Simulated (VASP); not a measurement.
Here is a VASP 6.6.1 calculation.

INCAR

```
SYSTEM = In2O3
PREC = Accurate
ENCUT = 520
EDIFF = 1E-6
ISMEAR = 0
SIGMA = 0.01
LREAL = .False.
LASPH = .True.
NELM = 100
ALGO = Normal
ISIF = 2
LWAVE = .False.
LCHARG = .True.
GGA = PE
LELF = .True.
LVHAR = .True.
NBANDS = 55
```

Contents of KPOINTS:

```
Automatic mesh
0
Gamma
  4 4 4
  0 0 0
```

Contents of POSCAR:

```
In2O3
1.0
    2.8425011984      1.6411188321      5.0152086902
   -2.8425011984      1.6411188321      5.0152086902
    0.0000000000     -3.2822376642      5.0152086902
In O
4 6
Direct
    0.8572457911      0.8572457911      0.8572457911
    0.3572457911      0.3572457911      0.3572457911
    0.1427542089      0.1427542089      0.1427542089
    0.6427542089      0.6427542089      0.6427542089
    0.4535242898      0.0464757102      0.7500000000
    0.0464757102      0.7500000000      0.4535242898
    0.5464757102      0.9535242898      0.2500000000
    0.2500000000      0.5464757102      0.9535242898
    0.9535242898      0.2500000000      0.5464757102
    0.7500000000      0.4535242898      0.0464757102
```

Potentials or basis: VASP PAW PBE potentials, release 64 (In_d, O).

The run is started by

```bash
$ cat potpaw_PBE.64/In_d/POTCAR potpaw_PBE.64/O/POTCAR > POTCAR
$ mpirun -np 1 vasp_std > vasp.out
```

Problem. Predict the band gap on the k mesh.

Solution. 0.58 eV (least direct gap 0.70 eV).

Problem. Predict the largest force.

Solution. 0.105 eV/Å.

Problem. Predict the pressure.

Solution. -7.6 GPa.

Stress tensor (GPa, compression positive):
```
-7.91  0.00  0.00
 0.00 -7.91  0.00
 0.00  0.00 -6.89
```

Caveat: the cell stands under tension; spin-orbit coupling is left out, which moves the levels of the heavy elements. A k mesh can miss the band edges.
